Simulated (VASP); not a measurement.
# Cd (Im-3m) in VASP: notebook

Cd is run at these levels: LDA; tasks: single point.

All numbers are computed with VASP 6.6.1; they aren't measurements. Logs are shortened: lines on timing, memory, paths and dates and some standing lists are left out, and cuts for length are marked.

**1. The cell of the first run**

The structure is cubic, space group Im-3m (No. 229). Conventional cell: a = 3.336 Å, b = 3.336 Å, c = 3.336 Å, α = 90.00°, β = 90.00°, γ = 90.00°. Cd (site symmetry m-3m) has 14 Cd at 2.89 to 3.34 Å within 3.8 Å.

**2. Single point, LDA**

INCAR reads:

```
SYSTEM = Cd
PREC = Accurate
ENCUT = 520
EDIFF = 1E-6
ISMEAR = -1
SIGMA = 0.08
LREAL = .False.
LASPH = .True.
NELM = 100
ALGO = Normal
ISIF = 2
LWAVE = .False.
LCHARG = .True.
GGA = CA
LELF = .True.
LVHAR = .True.
NBANDS = 12
```

KPOINTS reads:

```
regular mesh
0
Gamma
  16 16 16
  0 0 0
```

POSCAR reads:

```
Cd
1.0
   -1.6679983013      1.6679983013      1.6679983013
    1.6679983013     -1.6679983013      1.6679983013
    1.6679983013      1.6679983013     -1.6679983013
Cd
1
Direct
    0.0000000000      0.0000000000      0.0000000000
```

Potentials or basis: VASP PAW LDA potentials, release 64 (Cd).

Started as:

```bash
$ cat potpaw_LDA.64/Cd/POTCAR > POTCAR
$ mpirun -np 1 vasp_std > vasp.out
```

OUTCAR:

```text
SYSTEM = Cd
   PREC = Accurate
   ENCUT = 520
   EDIFF = 1E-6
   ISMEAR = -1
   LREAL = .False.
   LASPH = .True.
   NELM = 100
   ISIF = 2
   GGA = CA

 ion  position               nearest neighbor table
   1  0.000  0.000  0.000-

  LATTYP: Found a body centered cubic cell.
 ALAT       =     3.3359966026

  Lattice vectors:

 A1 = (  -1.6679983013,   1.6679983013,   1.6679983013)
 A2 = (   1.6679983013,  -1.6679983013,   1.6679983013)
 A3 = (   1.6679983013,   1.6679983013,  -1.6679983013)

Analysis of symmetry for initial positions (statically):
=====================================================================
 Subroutine PRICEL returns:
 Original cell was already a primitive cell.

 Routine SETGRP: Setting up the symmetry group for a
 body centered cubic supercell.

 Subroutine GETGRP returns: Found 48 space group operations
 (whereof 48 operations were pure point group operations)
 out of a pool of 48 trial point group operations.

The static configuration has the point symmetry O_h .

Analysis of symmetry for dynamics (positions and initial velocities):
=====================================================================
 Subroutine PRICEL returns:
 Original cell was already a primitive cell.

 Routine SETGRP: Setting up the symmetry group for a
 body centered cubic supercell.

 Subroutine GETGRP returns: Found 48 space group operations
 (whereof 48 operations were pure point group operations)
 out of a pool of 48 trial point group operations.

The dynamic configuration has the point symmetry O_h .

 Subroutine INISYM returns: Found 48 space group operations
 (whereof 48 operations are pure point group operations),
 and found     1 'primitive' translations

----------------------------------------------------------------------------------------

                                     Primitive cell

  volume of cell :      18.5629

  direct lattice vectors                    reciprocal lattice vectors
    -1.667998301  1.667998301  1.667998301     0.000000000  0.299760497  0.299760497
     1.667998301 -1.667998301  1.667998301     0.299760497  0.000000000  0.299760497
     1.667998301  1.667998301 -1.667998301     0.299760497  0.299760497  0.000000000

  length of vectors
     2.889057805  2.889057805  2.889057805     0.423925360  0.423925360  0.423925360

  position of ions in fractional coordinates (direct lattice)
     0.000000000  0.000000000  0.000000000

  ion indices of the primitive-cell ions
   primitive index   ion index
                 1           1

----------------------------------------------------------------------------------------

 KPOINTS: regular mesh

Automatic generation of k-mesh.
 Grid dimensions read from file:
 generate k-points for:   16   16   16

 Generating k-lattice:

  Cartesian coordinates                     Fractional coordinates (reciprocal lattice)
     0.000000000  0.018735031  0.018735031     0.062500000  0.000000000  0.000000000
     0.018735031  0.000000000  0.018735031     0.000000000  0.062500000  0.000000000
     0.018735031  0.018735031  0.000000000     0.000000000  0.000000000  0.062500000

  Length of vectors
     0.026495335  0.026495335  0.026495335

  Shift w.r.t. Gamma in fractional coordinates (k-lattice)
     0.000000000  0.000000000  0.000000000

 Subroutine IBZKPT returns following result:
 ===========================================

 Found    145 irreducible k-points:

 Following reciprocal coordinates:
            Coordinates               Weight
  0.000000  0.000000  0.000000      1.000000
  0.062500  0.000000  0.000000     12.000000
  0.125000  0.000000  0.000000     12.000000
  0.187500  0.000000  0.000000     12.000000
  0.250000  0.000000  0.000000     12.000000
  0.312500  0.000000  0.000000     12.000000
[... 16 lines left out ...]
  0.187500  0.187500  0.000000     24.000000
  0.250000  0.187500 -0.000000     48.000000
 [... further k-points ...]
   k-points           NKPTS =    145   k-points in BZ     NKDIM =    145   number of bands    NBANDS=     12
   number of dos      NEDOS =    301   number of ions     NIONS =      1
   total plane-waves  NPLWV =  13824
   dimension x,y,z NGX =    24 NGY =   24 NGZ =   24
   dimension x,y,z NGXF=    48 NGYF=   48 NGZF=   48
   ions per type =               1
   NGX,Y,Z   is equivalent  to a cutoff of  13.81, 13.81, 13.81 a.u.
   NGXF,Y,Z  is equivalent  to a cutoff of  27.62, 27.62, 27.62 a.u.
 SYSTEM =  Cd
   PREC   = accura    normal or accurate (medium, high low for compatibility)
   ISTART =      0    job   : 0-new  1-cont  2-samecut
   ICHARG =      2    charge: 1-file 2-atom 10-const
   ISPIN  =      1    spin polarized calculation?
   LNONCOLLINEAR =      F non collinear calculations
   LSORBIT =      F    spin-orbit coupling
   LASPH  =      T    aspherical Exc in radial PAW
   ENCUT  =  520.0 eV  38.22 Ry    6.18 a.u.   5.37  5.37  5.37*2*pi/ulx,y,z
   NELM   =    100;   NELMIN=  2; NELMDL= -5     # of ELM steps
   EDIFF  = 0.1E-05   stopping-criterion for ELM
   LREAL  =      F    real-space projection
   EDIFFG = 0.1E-04   stopping-criterion for IOM
   NSW    =      0    number of steps for IOM
   IBRION =     -1    ionic relax: 0-MD 1-quasi-New 2-CG
   NFREE  =      0    steps in history (QN), initial steepest desc. (CG)
   ISIF   =      2    stress and relaxation
   ISYM   =      2    0-nonsym 1-usesym 2-fastsym
   POTIM  = 0.5000    time-step for ionic-motion
   TEBEG  =    0.0;   TEEND  =   0.0 temperature during run
   PSTRESS=    0.0 pullay stress
   NELECT =      12.0000    total number of electrons
   NUPDOWN=      -1.0000    fix difference up-down
   EMIN   =  10.00;   EMAX   =-10.00  energy-range for DOS
   EFERMI =   0.00;   METHOD = LEGACY
   ISMEAR =    -1;   SIGMA  =   0.08  broadening in eV -4-tet -1-fermi 0-gaus
   EFERMI_NEDOS =   21; number of points for ismear=-14 and -15
   IALGO  =     38    algorithm
   IMIX   =      4    mixing-type and parameters
     AMIX     =   0.40;   BMIX     =  1.00
     AMIX_MAG =   1.60;   BMIX_MAG =  1.00
  volume/ion in A,a.u.               =      18.56       125.27
  Fermi-wavevector in a.u.,A,eV,Ry     =   1.415532  2.674967 27.262407  2.003730
  Thomas-Fermi vector in A             =   2.536961
   LORBIT       =      0    0 simple, 1 ext, 2 COOP (PROOUT), +10 PAW based schemes
   GGA     = CA    functional components
   LHFCALC =     F    Hartree Fock is set to
   AEXX    =    0.0000 exact exchange contribution
   IVDW    =     0    specifies the selected vdW correction
   LEPSILON=     F    determine dielectric tensor
   LRPA    =     F    only Hartree local field effects (RPA)
 non-spin polarized calculation
  energy-cutoff  :      520.00
  volume of cell :       18.56
 maximum number of plane-waves:       531
 NGX is ok and might be reduce to    24
   NGX = 11   NGY = 11   NGZ = 11

 number of electron      11.9999993 magnetization

 Free energy of the ion-electron system (eV)
  ---------------------------------------------------
  ext. energy  EPLUGINS =         0.00000000
  ---------------------------------------------------
  free energy    TOTEN  =        -1.39795662 eV

  energy without entropy =       -1.39041368  energy(sigma->0) =       -1.39418515

 E-fermi :   4.1767     XC(G=0): -12.2102

 val. band max:        4.1677320280   @ k =  -0.4375  -0.4375   0.1875
 cond. band min:       4.1779718558   @ k =   0.3750   0.1250   0.0625
 fundamental gap:      0.0102398277
 Fermi energy:         4.1767087157

 k-point     1 :       0.0000    0.0000    0.0000
  band No.  band energies     occupation
      1      -6.2165      2.00000
      2      -5.8034      2.00000
      3      -5.8034      2.00000
      4      -5.8034      2.00000
      5      -4.8889      2.00000
      6      -4.8889      2.00000
      7      20.3058      0.00000
      8      20.3058      0.00000
      9      20.3058      0.00000
     10      22.7261      0.00000
     11      22.7261      0.00000
     12      22.7261      0.00000

 k-point     2 :       0.0625    0.0000    0.0000
  band No.  band energies     occupation
      1      -6.1035      2.00000
      2      -5.8223      2.00000
      3      -5.7903      2.00000
      4      -5.7517      2.00000
      5      -4.9085      2.00000
      6      -4.8879      2.00000
      7      19.4586      0.00000
      8      20.1132      0.00000
      9      20.2313      0.00000
     10      21.7446      0.00000
     11      21.8933      0.00000
     12      22.0414      0.00000

 k-point     3 :       0.1250    0.0000    0.0000
  band No.  band energies     occupation
      1      -5.9448      2.00000
      2      -5.8757      2.00000
      3      -5.6019      2.00000
      4      -5.5831      2.00000
      5      -4.9505      2.00000
      6      -4.8847      2.00000
      7      17.1782      0.00000
      8      19.2187      0.00000
      9      20.0465      0.00000
     10      20.3774      0.00000
     11      21.0239      0.00000
     12      21.9099      0.00000
[... 286 lines left out ...]
 k-point    23 :       0.1875    0.1875    0.0000
  band No.  band energies     occupation
      1      -6.1522      2.00000
      2      -5.9022      2.00000
      3      -5.2675      2.00000
      4      -5.0705      2.00000
      5      -4.8078      2.00000
      6      -2.3818      2.00000
      7      10.8344      0.00000
      8      11.4445      0.00000
      9      15.8408      0.00000
     10      20.6732      0.00000
     11      22.6173      0.00000
     12      25.2342      0.00000

 k-point    24 :       0.2500    0.1875   -0.0000
  band No.  band energies     occupation
      1      -6.2172      2.00000
      2      -5.9513      2.00000
      3      -5.1870      2.00000
      4      -5.0351      2.00000
      5      -4.7375      2.00000
      6      -1.0812      2.00000
      7       8.6081      0.00000
      8      10.4600      0.00000
      9      15.1710      0.00000
     10      20.7619      0.00000
     11      23.0872      0.00000
     12      25.7991      0.00000

 [... further k-points ...]
[... 5 lines left out ...]
  --------------------------------------------------------------------------------------
  -------------------------------------------------------------------------------------
  Total        0.9717740      0.9717740      0.9717740      0.0000000      0.0000000      0.0000000
  in kB       83.8743316     83.8743316     83.8743316      0.0000000      0.0000000      0.0000000
  external PRESSURE =      83.8743316 kB  Pullay stress =       0.0000000 kB

 VOLUME and BASIS-vectors are now :
 -----------------------------------------------------------------------------
  energy-cutoff  :      520.00
  volume of cell :       18.56
      direct lattice vectors                 reciprocal lattice vectors
    -1.667998301  1.667998301  1.667998301     0.000000000  0.299760497  0.299760497
     1.667998301 -1.667998301  1.667998301     0.299760497  0.000000000  0.299760497
     1.667998301  1.667998301 -1.667998301     0.299760497  0.299760497  0.000000000

 POSITION                                       TOTAL-FORCE (eV/Angst)
 -----------------------------------------------------------------------------------
      0.00000      0.00000      0.00000        -0.000000      0.000000      0.000000
 -----------------------------------------------------------------------------------
    total drift:                                0.000000      0.000000     -0.000000

  FREE ENERGIE OF THE ION-ELECTRON SYSTEM (eV)
  ---------------------------------------------------
  free  energy   TOTEN  =        -1.3979566154 eV

  energy  without entropy=       -1.3904136806  energy(sigma->0) =       -1.39418515
```

It took 15 s on 1 thread of Intel Xeon 6975P-C, shared host; peak memory 0.15 GiB.

What came out:

* Free energy: -1.3980 eV
* Pressure: 8.4 GPa
* Band gap on the k mesh: zero (band 6 reaches 7.52 eV, above the bottom of band 7 at 3.40 eV)

Levels at points of the mesh, in eV from the Fermi level:
```csv
k point,band 3,band 4,band 5,band 6,band 7,band 8,band 9,band 10
"(0.00, 0.00, 0.00)",-9.98,-9.98,-9.07,-9.07,16.13,16.13,16.13,18.55
"(0.50, 0.00, 0.00)",-9.11,-9.02,-8.44,-3.01,-0.78,10.23,10.51,15.05
"(0.50, 0.50, 0.50)",-8.59,-8.59,-8.59,3.35,3.35,3.35,7.23,8.83
```

**3. Single point, LDA**

INCAR reads:

```
SYSTEM = Cd
PREC = Accurate ; ENCUT = 520
EDIFF = 1E-6 ; ISMEAR = -1
SIGMA = 0.08 ; LREAL = .FALSE.
LASPH = .TRUE. ; NELM = 60
ALGO = Normal ; ISIF = 2
LWAVE = .FALSE. ; LCHARG = .TRUE.
LELF = .TRUE. ; LVHAR = .TRUE.
NBANDS = 12
```

KPOINTS reads:

```
regular mesh
0
G
  16 16 16
  0 0 0
```

POSCAR is that of step 2.

Potentials or basis: VASP PAW LDA potentials, release 64 (Cd).

Started as:

```bash
$ cat potpaw_LDA.64/Cd/POTCAR > POTCAR
$ mpirun -np 1 vasp_std > vasp.out
```

Run time: 14 s. Hardware: 1 thread of Intel Xeon 6975P-C, shared host; peak memory 0.15 GiB.

It converged, with:

- Free energy: -1.3980 eV
- Pressure: 8.4 GPa
- Band gap on the k mesh: zero (band 6 reaches 7.52 eV, above the bottom of band 7 at 3.40 eV)

Levels at points of the mesh, in eV from the Fermi level:
```csv
k point,band 3,band 4,band 5,band 6,band 7,band 8,band 9,band 10
"(0.00, 0.00, 0.00)",-9.98,-9.98,-9.07,-9.07,16.13,16.13,16.13,18.55
"(0.50, 0.00, 0.00)",-9.11,-9.02,-8.44,-3.01,-0.78,10.23,10.51,15.05
"(0.50, 0.50, 0.50)",-8.59,-8.59,-8.59,3.35,3.35,3.35,7.23,8.83
```
